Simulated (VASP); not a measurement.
# MgO (P-6m2) in VASP: further runs, part 2 of 2

VASP 6.6.1. Earlier steps stand in the parts before.

**4. Relaxation of cell and atoms, PBE-based screened hybrid with 25 % exact exchange**

The input, POSCAR:

```
MgO
1.0
    2.9380209034      0.0000000000      0.0000000000
   -1.4690104517      2.5444007392      0.0000000000
    0.0000000000      0.0000000000      2.6796800000
Mg O
1 1
Direct
    0.0000000000      0.0000000000      0.0000000000
    0.3333333333      0.6666666667      0.5000000000
```

The input, INCAR.step1:

```
PREC = Accurate ; ENCUT = 600
EDIFF = 1E-5 ; ISMEAR = -1
SIGMA = 0.05 ; LREAL = False
LASPH = True ; NELM = 60
ALGO = Normal ; LWAVE = True
LCHARG = False ; GGA = PE
NBANDS = 11
```

The input, INCAR.step2:

```
PREC = Accurate ; ENCUT = 600
EDIFF = 1E-6 ; ISMEAR = -1
SIGMA = 0.05 ; LREAL = False
LASPH = True ; NELM = 60
ALGO = Normal ; ISIF = 3
LWAVE = False ; LCHARG = False
GGA = PE ; LHFCALC = True
AEXX = 0.25 ; HFSCREEN = 0.3
PRECFOCK = Normal ; IBRION = 2
NSW = 60 ; EDIFFG = -0.01
ISTART = 1
```

The input, KPOINTS:

```
Automatic mesh
0
Gamma
  5 5 5
```

Command:

```sh
> cat potpaw_PBE.64/Mg/POTCAR potpaw_PBE.64/O/POTCAR > POTCAR
> cp INCAR.step1 INCAR
> mpirun -np 1 vasp_std > vasp.out
> cp INCAR.step2 INCAR
> mpirun -np 1 vasp_std > vasp.out
```

It took 7.2 min on 1 thread of Intel Xeon 6975P-C (Granite Rapids), shared host; peak memory 0.25 GiB.

It converged, with:

| Property | Result |
| --- | --- |
| Free energy | -13.2378 eV |
| Relaxed volume | 9.61 Å³/atom |
| Relaxed cell | a = 2.898 Å, b = 2.898 Å, c = 2.643 Å, α = 90.00°, β = 90.00°, γ = 120.00° |
| Space group after relaxing (to 0.1 Å) | P-6m2 (No. 187) |
| Energy gained by relaxing | 8.1 meV/atom |
| Ionic steps | 7 |
| Pressure after relaxing | -0.1 GPa |
| Band gap on the k mesh | 4.69 eV (least direct gap 5.11 eV) |

The path:
```csv
step,energy change (eV),largest force (eV/Å),pressure (GPa),volume (Å³)
1,0.0000,0.0000,-6.08,20.03
2,-0.0138,0.0000,2.30,18.95
3,-0.0159,0.0000,0.00,19.23
4,-0.0159,0.0000,-0.27,19.25
5,-0.0161,0.0000,-0.06,19.21
6,-0.0162,0.0000,-0.11,19.22
7,-0.0162,0.0000,-0.11,19.22
```

Final structure:
```
Mg O
1.0
     2.89780    0.00000    0.00000
    -1.44890    2.50957    0.00000
     0.00000    0.00000    2.64326
Mg O
1 1
Direct
  0.00000 0.00000 0.00000
  0.33333 0.66667 0.50000
```

Levels at points of the mesh, in eV from the valence-band top:
```tsv
k point	band 1	band 2	band 3	band 4	band 5	band 6	band 7	band 8
(0.00, 0.00, 0.00)	-19.17	-0.64	-0.64	-0.42	4.69	13.59	17.59	17.59
```

Caveat: the k points lie up to 0.50 Å⁻¹ apart in the final cell; the PAW data sets were made with another functional, which shifts forces and pressure a little; an odd mesh through Γ misses points on the zone boundary, where band edges can lie.

**5. Relaxation of cell and atoms, PBEsol-based screened hybrid with 25 % exact exchange**

POSCAR is that of step 4.

The input, INCAR.step1:

```
SYSTEM = MgO
PREC = Accurate ; ENCUT = 600
EDIFF = 1E-5 ; ISMEAR = -1
SIGMA = 0.05 ; LREAL = .False.
LASPH = .True. ; NELM = 100
ALGO = Normal ; LWAVE = .True.
LCHARG = .False. ; GGA = PE
NBANDS = 11
```

The input, INCAR.step2:

```
SYSTEM = MgO
PREC = Accurate ; ENCUT = 600
EDIFF = 1E-7 ; ISMEAR = -1
SIGMA = 0.05 ; LREAL = .False.
LASPH = .True. ; NELM = 100
ALGO = Normal ; ISIF = 3
LWAVE = .False. ; LCHARG = .False.
GGA = PS ; LHFCALC = .True.
AEXX = 0.25 ; HFSCREEN = 0.207
PRECFOCK = Normal ; IBRION = 2
NSW = 60 ; EDIFFG = -0.01
ISTART = 1
```

The input, KPOINTS:

```
Automatic mesh
0
Gamma
  5 5 5
  0 0 0
```

Potentials or basis: VASP PAW PBE potentials, release 64 (Mg, O).

Command:

```sh
> cat potpaw_PBE.64/Mg/POTCAR potpaw_PBE.64/O/POTCAR > POTCAR
> cp INCAR.step1 INCAR
> mpirun -np 1 vasp_std > vasp.out
> cp INCAR.step2 INCAR
> mpirun -np 1 vasp_std > vasp.out
```

OUTCAR:

```text
SYSTEM = MgO
   PREC = Accurate
   ENCUT = 600
   EDIFF = 1E-7
   ISMEAR = -1
   LREAL = .False.
   LASPH = .True.
   NELM = 100
   ISIF = 3
   GGA = PS
   LHFCALC = .True.
   AEXX = 0.25
   HFSCREEN = 0.207
   PRECFOCK = Normal
   IBRION = 2
   NSW = 60
   EDIFFG = -0.01
   ISTART = 1

 ion  position               nearest neighbor table
   1  0.000  0.000  0.000-   2 2.16   2 2.16   2 2.16   2 2.16   2 2.16   2 2.16
   2  0.333  0.667  0.500-   1 2.16   1 2.16   1 2.16   1 2.16   1 2.16   1 2.16

  LATTYP: Found a hexagonal cell.
 ALAT       =     2.9380209034
 C/A-ratio  =     0.9120697531

  Lattice vectors:

 A1 = (   2.9380209034,   0.0000000000,   0.0000000000)
 A2 = (  -1.4690104517,   2.5444007392,   0.0000000000)
 A3 = (   0.0000000000,   0.0000000000,   2.6796800000)

Analysis of symmetry for initial positions (statically):
=====================================================================
 Subroutine PRICEL returns:
 Original cell was already a primitive cell.

 Routine SETGRP: Setting up the symmetry group for a
[... 151 lines left out ...]
  energy-cutoff  :      600.00
  volume of cell :       20.03
 maximum number of plane-waves:       680
 NGX is ok and might be reduce to    24
  NGX = 18; NGY = 18; NGZ = 18

--------------------------------------- Ionic step        1  -------------------------------------------

 number of electron       7.9999996 magnetization

 Free energy of the ion-electron system (eV)
  ---------------------------------------------------
  ext. energy  EPLUGINS =         0.00000000
  ---------------------------------------------------
  free energy    TOTEN  =       -13.91466315 eV

  energy without entropy =      -13.91466315  energy(sigma->0) =      -13.91466315

------------------------ aborting loop because EDIFF is reached ----------------------------------------

  FORCE on cell =-STRESS in cart. coord.  units (eV):
  Direction    XX          YY          ZZ          XY          YZ          ZX
  --------------------------------------------------------------------------------------
  -------------------------------------------------------------------------------------
  Total       -1.0399235     -1.0399235     -1.2446903      0.0000000      0.0000000      0.0000000
  in kB      -83.1742003    -83.1742003    -99.5516740      0.0000000      0.0000000      0.0000000
  external PRESSURE =     -88.6333582 kB  Pullay stress =       0.0000000 kB
[... 131 lines left out ...]
--------------------------------------- Ionic step        5  -------------------------------------------

 number of electron       8.0000000 magnetization

 Free energy of the ion-electron system (eV)
  ---------------------------------------------------
  ext. energy  EPLUGINS =         0.00000000
  ---------------------------------------------------
  free energy    TOTEN  =       -13.94934356 eV

  energy without entropy =      -13.94934356  energy(sigma->0) =      -13.94934356

 E-fermi :   3.5459     XC(G=0):  -9.2059

 val. band max:        2.4603927037   @ k =   0.4000   0.2000   0.0000
 cond. band min:       7.5177185133   @ k =   0.0000   0.0000   0.0000
 fundamental gap:      5.0573258096
 Fermi energy:         3.5459477238

 k-point     1 :       0.0000    0.0000    0.0000
  band No.  band energies     occupation
      1     -16.8006      2.00000
      2       1.8155      2.00000
      3       1.8155      2.00000
      4       2.0299      2.00000
      5       7.5177      0.00000
      6      16.2870      0.00000
      7      20.4634      0.00000
      8      20.4634      0.00000
[... 181 lines left out ...]
  FREE ENERGIE OF THE ION-ELECTRON SYSTEM (eV)
  ---------------------------------------------------
  free  energy   TOTEN  =       -13.9493435605 eV

  energy  without entropy=      -13.9493435604  energy(sigma->0) =      -13.94934356

 reached required accuracy - stopping structural energy minimisation
```

Run time: 7.8 min. Hardware: 1 thread of Intel Xeon 6975P-C (Granite Rapids), shared host; peak memory 0.25 GiB.

What came out:

```
Free energy                           : -13.9493 eV
Relaxed volume                        : 9.42 Å³/atom
Relaxed cell                          : a = 2.877 Å, b = 2.877 Å, c = 2.627 Å, α = 90.00°, β = 90.00°, γ = 120.00°
Space group after relaxing (to 0.1 Å) : P-6m2 (No. 187)
Energy gained by relaxing             : 17.3 meV/atom
Ionic steps                           : 5
Pressure after relaxing               : 0.0 GPa
Band gap on the k mesh                : 5.06 eV (least direct gap 5.49 eV)
```

The path:
```tsv
step	energy change (eV)	largest force (eV/Å)	pressure (GPa)	volume (Å³)
1	0.0000	0.0000	-8.86	20.03
2	-0.0295	0.0000	3.60	18.47
3	-0.0341	0.0000	-0.10	18.87
4	-0.0345	0.0000	0.10	18.82
5	-0.0347	0.0000	0.02	18.84
```

Final structure:
```xyz
2
Lattice="2.8774 0.0000 0.0000 -1.4387 2.4919 0.0000 0.0000 0.0000 2.6272" Properties=species:S:1:pos:R:3 pbc="T T T"
Mg    0.0000    0.0000    0.0000
O     0.0000    1.6613    1.3136
```

Caveat: the k points lie up to 0.50 Å⁻¹ apart in the final cell; the PAW data sets were made with another functional, which shifts forces and pressure a little; an odd mesh through Γ misses points on the zone boundary, where band edges can lie.

**6. Relaxation of cell and atoms, HF**

POSCAR is that of step 5.

The input, INCAR.step1:

```
  ALGO = Normal
  EDIFF = 1E-5
  ENCUT = 600
  GGA = PE
  ISMEAR = -1
  LASPH = True
  LCHARG = False
  LREAL = False
  LWAVE = True
  NBANDS = 11
  NELM = 80
  PREC = Accurate
  SIGMA = 0.05
```

The input, INCAR.step2:

```
  AEXX = 1.0
  AGGAC = 0.0
  ALDAC = 0.0
  ALGO = Normal
  EDIFF = 1E-7
  EDIFFG = -0.01
  ENCUT = 600
  GGA = PE
  IBRION = 2
  ISIF = 3
  ISMEAR = -1
  ISTART = 1
  LASPH = True
  LCHARG = False
  LHFCALC = True
  LREAL = False
  LWAVE = False
  NELM = 80
  NSW = 60
  PREC = Accurate
  PRECFOCK = Normal
  SIGMA = 0.05
```

The input, KPOINTS:

```
k-points
0
Gamma
  5 5 5
```

Potentials or basis: VASP PAW PBE potentials, release 64 (Mg, O).

Command:

```sh
> cat potpaw_PBE.64/Mg/POTCAR potpaw_PBE.64/O/POTCAR > POTCAR
> cp INCAR.step1 INCAR
> mpirun -np 1 vasp_std > vasp.out
> cp INCAR.step2 INCAR
> mpirun -np 1 vasp_std > vasp.out
```

Run time: 11 min. Hardware: 1 thread of Intel Xeon 6975P-C (Granite Rapids), shared host; peak memory 0.15 GiB.

It converged, with:

| Property | Result |
| --- | --- |
| Free energy | -20.9084 eV |
| Relaxed volume | 9.49 Å³/atom |
| Relaxed cell | a = 2.888 Å, b = 2.888 Å, c = 2.629 Å, α = 90.00°, β = 90.00°, γ = 120.00° |
| Space group after relaxing (to 0.1 Å) | P-6m2 (No. 187) |
| Energy gained by relaxing | 14.4 meV/atom |
| Ionic steps | 5 |
| Pressure after relaxing | 0.0 GPa |
| Band gap on the k mesh | 13.81 eV (least direct gap 14.31 eV) |

The path:
```
step  energy change (eV)  largest force (eV/Å)  pressure (GPa)  volume (Å³)
   1              0.0000                0.0000           -8.38        20.03
   2             -0.0207                0.0000            4.52        18.55
   3             -0.0282                0.0000           -0.25        19.03
   4             -0.0286                0.0000            0.22        18.96
   5             -0.0289                0.0000            0.02        18.99
```

Final structure:
```yaml
crystal:
  lattice:
    - [2.88800, 0.00000, 0.00000]
    - [-1.44400, 2.50108, 0.00000]
    - [0.00000, 0.00000, 2.62878]
  atoms:
    - { symbol: Mg, position: [0.00000, 0.00000, 0.00000] }
    - { symbol: O, position: [0.33333, 0.66667, 0.50000] }
```

Levels at points of the mesh, in eV from the valence-band top:
| k point | band 1 | band 2 | band 3 | band 4 | band 5 | band 6 | band 7 | band 8 |
| --- | --- | --- | --- | --- | --- | --- | --- | --- |
| (0.00, 0.00, 0.00) | -23.79 | -0.74 | -0.74 | -0.51 | 13.81 | 23.31 | 27.39 | 27.39 |

Caveat: the k points lie up to 0.50 Å⁻¹ apart in the final cell; the PAW data sets were made with another functional, which shifts forces and pressure a little; an odd mesh through Γ misses points on the zone boundary, where band edges can lie.

**7. Summary**

| level | k mesh | cutoff (eV) | grid for exact exchange (PRECFOCK) | share of exact exchange | screening parameter | gap on the mesh (eV) | pressure (GPa) | relaxed volume (Å³/atom) |
| --- | --- | --- | --- | --- | --- | --- | --- | --- |
| r2SCAN+D4 | 10 × 10 × 10 | 660 | - | - | - | 4.19 | 0.0 | 9.51 |
| HSE06 | 5 × 5 × 5 | 600 | Normal | 0.25 | 0.2079 1/Å | 4.95 | 0.0 | 9.59 |
| PBE-based screened hybrid with 25 % exact exchange | 5 × 5 × 5 | 600 | Normal | 0.25 | 0.3 1/Å | 4.69 | -0.1 | 9.61 |
| PBEsol-based screened hybrid with 25 % exact exchange | 5 × 5 × 5 | 600 | Normal | 0.25 | 0.207 1/Å | 5.06 | 0.0 | 9.42 |
| HF | 5 × 5 × 5 | 600 | Normal | 1 | - | 13.81 | 0.0 | 9.49 |

Alike in all rows: task relaxation of cell and atoms; potentials or basis VASP PAW PBE potentials, release 64 (Mg, O); no spin polarisation; cell relaxed; smearing fermi-dirac 0.05 eV.

Caveats: some runs use coarse meshes; the PAW data sets were made with another functional, which shifts forces and pressure a little; an odd mesh through Γ misses points on the zone boundary, where band edges can lie (at least some runs).

Total energies depend on the potentials used, so only differences within one code and one set of settings carry meaning.
